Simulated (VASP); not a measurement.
Here is a VASP 6.6.1 calculation.

The input INCAR:

```
SYSTEM = Ge
ALGO = Fast
EDIFF = 1E-6
ENCUT = 520
GGA = PS
ISIF = 2
ISMEAR = -1
KPAR = 4
LASPH = .True.
LCHARG = .False.
LREAL = Auto
LWAVE = .False.
NBANDS = 156
NELM = 60
PREC = Accurate
SIGMA = 0.0948
```

The input KPOINTS:

```
Automatic mesh
0
Gamma
  4 4 4
  0.5 0.5 0.5
```

Contents of POSCAR:

```
Ge
1.0
    5.2241331290     -2.8511133372     -4.9366879305
   -5.2241331290      2.8511133372     -4.9366879305
    2.6120665645      5.7022266745      4.9366879305
Ge
20
Direct
    0.4236826831      0.8236826831      0.8000000000
    0.2236826831      0.2236826831      0.0000000000
    0.6236826831      0.4236826831      0.6000000000
    0.0236826831      0.6236826831      0.2000000000
    0.8236826831      0.0236826831      0.4000000000
    0.9763173169      0.3763173169      0.8000000000
    0.7763173169      0.7763173169      0.0000000000
    0.1763173169      0.9763173169      0.6000000000
    0.5763173169      0.1763173169      0.2000000000
    0.3763173169      0.5763173169      0.4000000000
    0.6545476534      0.9636429601      0.6181906134
    0.4545476534      0.3636429601      0.8181906134
    0.8545476534      0.5636429601      0.4181906134
    0.2545476534      0.7636429601      0.0181906134
    0.0545476534      0.1636429601      0.2181906134
    0.7454523466      0.2363570399      0.9818093866
    0.5454523466      0.6363570399      0.1818093866
    0.9454523466      0.8363570399      0.7818093866
    0.3454523466      0.0363570399      0.3818093866
    0.1454523466      0.4363570399      0.5818093866
```

Potentials or basis: VASP PAW PBE potentials, release 64 (Ge_d).

Launch:

```bash
$ cat potpaw_PBE.64/Ge_d/POTCAR > POTCAR
$ mpirun -np 4 vasp_std > vasp.out
```

Task: Estimate the pressure.

Result: -0.6 GPa.

Task: What does it give for the largest force?

Result: 0.051 eV/Å.

Forces in eV/Å, atoms in the order of the input:
```
Ge   0.000  0.000 -0.014
Ge   0.000  0.000 -0.014
Ge   0.000  0.000 -0.014
Ge   0.000  0.000 -0.014
Ge   0.000  0.000 -0.014
Ge   0.000  0.000  0.014
Ge   0.000  0.000  0.014
Ge   0.000  0.000  0.014
Ge   0.000  0.000  0.014
Ge   0.000  0.000  0.014
Ge  -0.051  0.001  0.000
Ge  -0.051  0.001  0.000
Ge  -0.051  0.001  0.000
Ge  -0.051  0.001  0.000
Ge  -0.051  0.001  0.000
Ge   0.051 -0.001  0.000
Ge   0.051 -0.001  0.000
Ge   0.051 -0.001  0.000
Ge   0.051 -0.001  0.000
Ge   0.051 -0.001  0.000
```

Caveat: the PAW data sets were made with another functional, which shifts forces and pressure a little.
